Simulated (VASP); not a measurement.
# AlN (F-43m) in VASP: a series of runs, part 2 of 2

VASP 6.6.1. The steps go on from the part before.

## 4. Single point, PBE

This run uses another cell than the first one, of 10.51 Å³/atom, 0.976 times its volume.

File INCAR:

```
SYSTEM = AlN
PREC     = Accurate       ! precision mode
ENCUT    = 600            ! plane-wave cutoff, eV
EDIFF    = 1E-6           ! SCF threshold, eV
ISMEAR   = 0              ! smearing method
SIGMA    = 0.05           ! smearing width, eV
LREAL    = .FALSE.        ! projectors in reciprocal space
LASPH    = .TRUE.         ! aspherical terms in the spheres
NELM     = 120            ! most SCF steps
ALGO     = Normal         ! electronic algorithm
ISIF     = 2              ! what is computed and relaxed
LWAVE    = .FALSE.        ! write WAVECAR
LCHARG   = .TRUE.         ! write CHGCAR
GGA      = PE             ! functional
LELF     = .TRUE.         ! ELF
LVHAR    = .TRUE.       
NBANDS   = 11             ! bands
GGA_COMPAT= .FALSE.
```

File KPOINTS:

```
regular mesh
0
G
  6 6 6
  0 0 0
```

File POSCAR:

```
AlN
1.0
    0.0000000000      2.1906978614      2.1906978614
    2.1906978614      0.0000000000      2.1906978614
    2.1906978614      2.1906978614      0.0000000000
Al N
1 1
Direct
    0.0000000000      0.0000000000      0.0000000000
    0.2500000000      0.2500000000      0.2500000000
```

Potentials or basis: VASP PAW PBE potentials, release 64 (Al, N).

On the command line:

```
> cat potpaw_PBE.64/Al/POTCAR potpaw_PBE.64/N/POTCAR > POTCAR
> mpirun -np 1 vasp_std > vasp.out
```

OUTCAR:

```text
SYSTEM = AlN
   PREC = Accurate
   ENCUT = 600
   EDIFF = 1E-6
   ISMEAR = 0
   LREAL = .FALSE.
   LASPH = .TRUE.
   NELM = 120
   ISIF = 2
   GGA = PE

 ion  position               nearest neighbor table
   1  0.000  0.000  0.000-   2 1.90   2 1.90   2 1.90   2 1.90
   2  0.250  0.250  0.250-   1 1.90   1 1.90   1 1.90   1 1.90

  LATTYP: Found a face centered cubic cell.
 ALAT       =     4.3813957228

  Lattice vectors:

 A1 = (   0.0000000000,   2.1906978614,   2.1906978614)
[... 399 lines left out ...]

------------------------ aborting loop because EDIFF is reached ----------------------------------------

  FORCE on cell =-STRESS in cart. coord.  units (eV):
  Direction    XX          YY          ZZ          XY          YZ          ZX
  --------------------------------------------------------------------------------------
  -------------------------------------------------------------------------------------
  Total        0.3335143      0.3335143      0.3335143      0.0000000      0.0000000      0.0000000
  in kB       25.4125137     25.4125137     25.4125137      0.0000000      0.0000000      0.0000000
  external PRESSURE =      25.4125137 kB  Pullay stress =       0.0000000 kB

 VOLUME and BASIS-vectors are now :
 -----------------------------------------------------------------------------
  energy-cutoff  :      600.00
  volume of cell :       21.03
      direct lattice vectors                 reciprocal lattice vectors
     0.000000000  2.190697861  2.190697861    -0.228237772  0.228237772  0.228237772
     2.190697861  0.000000000  2.190697861     0.228237772 -0.228237772  0.228237772
     2.190697861  2.190697861  0.000000000     0.228237772  0.228237772 -0.228237772

 POSITION                                       TOTAL-FORCE (eV/Angst)
 -----------------------------------------------------------------------------------
      0.00000      0.00000      0.00000        -0.000000     -0.000000     -0.000000
      1.09535      1.09535      1.09535         0.000000      0.000000      0.000000
 -----------------------------------------------------------------------------------
    total drift:                                0.000000      0.000000      0.000000

  FREE ENERGIE OF THE ION-ELECTRON SYSTEM (eV)
  ---------------------------------------------------
  free  energy   TOTEN  =       -14.8446131137 eV

  energy  without entropy=      -14.8446131137  energy(sigma->0) =      -14.84461311
```

stdout:

```text
POSCAR found type information on POSCAR AlN
 POSCAR found :  2 types and       2 ions
 scaLAPACK will be used
 LDA part: xc-table for (Slater+PW92), standard interpolation
 POSCAR, INCAR and KPOINTS ok, starting setup
 FFT: planning ... GRIDC
 FFT: planning ... GRID_SOFT
 FFT: planning ... GRID
 WAVECAR not read
 entering main loop
```

Wall time 14 s (1 thread of Intel Xeon 8259CL, shared host); peak memory 0.15 GiB.

What came out:

```
Free energy            : -14.8446 eV
Pressure               : 2.5 GPa
Band gap on the k mesh : 3.31 eV, indirect (least direct gap 4.11 eV)
```

Levels at points of the mesh, in eV from the valence-band top:
| k point | band 2 | band 3 | band 4 | band 5 | band 6 | band 7 |
| --- | --- | --- | --- | --- | --- | --- |
| (0.00, 0.00, 0.00) | 0.00 | 0.00 | 0.00 | 4.11 | 12.47 | 12.47 |
| (0.50, 0.00, 0.00) | -5.82 | -0.48 | -0.48 | 7.29 | 9.80 | 11.09 |
| (0.50, 0.50, 0.00) | -4.88 | -1.76 | -1.76 | 3.31 | 8.56 | 13.83 |

A k mesh can miss the band edges.

## 5. Single point, PBE

This run uses another cell than the first one, of 10.67 Å³/atom, 0.991 times its volume.

Edit INCAR of step 4 so:

```diff
@@ -12,6 +12,4 @@
 LWAVE    = .FALSE.        ! write WAVECAR
-LCHARG   = .TRUE.         ! write CHGCAR
+LCHARG   = .FALSE.        ! write CHGCAR
 GGA      = PE             ! functional
-LELF     = .TRUE.         ! ELF
-LVHAR    = .TRUE.       
 NBANDS   = 11             ! bands
```

File KPOINTS:

```
Automatic mesh
0
G
  6 6 6
  0 0 0
```

File POSCAR:

```
AlN
1.0
    0.0000000000      2.2015087236      2.2015087236
    2.2015087236      0.0000000000      2.2015087236
    2.2015087236      2.2015087236      0.0000000000
Al N
1 1
Direct
    0.0000000000      0.0000000000      0.0000000000
    0.2500000000      0.2500000000      0.2500000000
```

On the command line:

```
> cat potpaw_PBE.64/Al/POTCAR potpaw_PBE.64/N/POTCAR > POTCAR
> mpirun -np 1 vasp_std > vasp.out
```

It took 12 s on 1 thread of Intel Xeon 8259CL, shared host; peak memory 0.14 GiB.

It converged, with:

```
Free energy            : -14.8471 eV
Pressure               : -0.4 GPa
Band gap on the k mesh : 3.30 eV, indirect (least direct gap 3.98 eV)
```

Levels at points of the mesh, in eV from the valence-band top:
```tsv
k point	band 2	band 3	band 4	band 5	band 6	band 7
(0.00, 0.00, 0.00)	0.00	0.00	0.00	3.98	12.32	12.32
(0.50, 0.00, 0.00)	-5.76	-0.48	-0.48	7.16	9.70	10.99
(0.50, 0.50, 0.00)	-4.83	-1.75	-1.75	3.30	8.47	13.64
```

## 6. Single point, PBE (volume scaled by 0.944 of the coarse rest volume)

File INCAR:

```
SYSTEM = AlN
ALGO = Normal
EDIFF = 1E-6
ENCUT = 600
GGA = PE
GGA_COMPAT = .FALSE.
ISIF = 2
ISMEAR = 0
LASPH = .TRUE.
LCHARG = .TRUE.
LELF = .TRUE.
LREAL = .FALSE.
LVHAR = .TRUE.
LWAVE = .FALSE.
NBANDS = 11
NELM = 120
PREC = Accurate
SIGMA = 0.02
```

File KPOINTS:

```
k-points
0
G
  10 10 10
  0 0 0
```

File POSCAR:

```
AlN
1.0
    0.0000000000      2.1596000000      2.1596000000
    2.1596000000      0.0000000000      2.1596000000
    2.1596000000      2.1596000000      0.0000000000
Al N
1 1
Direct
    0.0000000000      0.0000000000      0.0000000000
    0.2500000000      0.2500000000      0.2500000000
```

Potentials or basis: VASP PAW PBE potentials, release 64 (Al, N).

On the command line:

```
> cat potpaw_PBE.64/Al/POTCAR potpaw_PBE.64/N/POTCAR > POTCAR
> mpirun -np 1 vasp_std > vasp.out
```

Wall time 17 s (1 thread of Intel Xeon 8259CL, shared host); peak memory 0.14 GiB.

It converged, with:

```yaml
Free_energy: -14.8058 eV
Pressure: 12.1 GPa
Band_gap_on_the_k_mesh: 3.33 eV, indirect (least direct gap 4.50 eV)
```

Levels at points of the mesh, in eV from the valence-band top:
```
           k point  band 1  band 2  band 3  band 4  band 5  band 6  band 7  band 8  band 9
(0.00, 0.00, 0.00)  -15.18    0.00    0.00    0.00    4.50   12.90   12.90   12.90   17.96
(0.50, 0.00, 0.00)  -13.03   -6.00   -0.48   -0.48    7.69   10.10   11.36   11.36   18.44
(0.50, 0.50, 0.00)  -12.36   -5.01   -1.81   -1.81    3.33    8.82   14.42   16.16   16.16
```

Caveat: the cell differs from its parent crystal (volume scaled by 0.944 of the coarse rest volume). A k mesh can miss the band edges.

## 7. The runs side by side

| cell | k mesh | cutoff (eV) | smearing | gap on the mesh (eV) | pressure (GPa) |
| --- | --- | --- | --- | --- | --- |
| a = 3.123 Å, angles 60.0°, 2 atoms | 6 × 6 × 6 | 520 | gaussian 0.05 eV | 3.30 | -2.0 |
| a = 3.113 Å, angles 60.0°, 2 atoms | 6 × 6 × 6 | 600 | gaussian 0.02 eV | 3.30 | -0.4 |
| a = 3.098 Å, angles 60.0°, 2 atoms | 6 × 6 × 6 | 600 | gaussian 0.05 eV | 3.31 | 2.5 |
| a = 3.113 Å, angles 60.0°, 2 atoms | 6 × 6 × 6 | 600 | gaussian 0.05 eV | 3.30 | -0.4 |
| a = 3.054 Å, angles 60.0°, 2 atoms | 10 × 10 × 10 | 600 | gaussian 0.02 eV | 3.33 | 12.1 |

Alike in all rows: task single point; level PBE; potentials or basis VASP PAW PBE potentials, release 64 (Al, N); no spin polarisation.

Absolute energies hang on the potentials; compare differences alone.
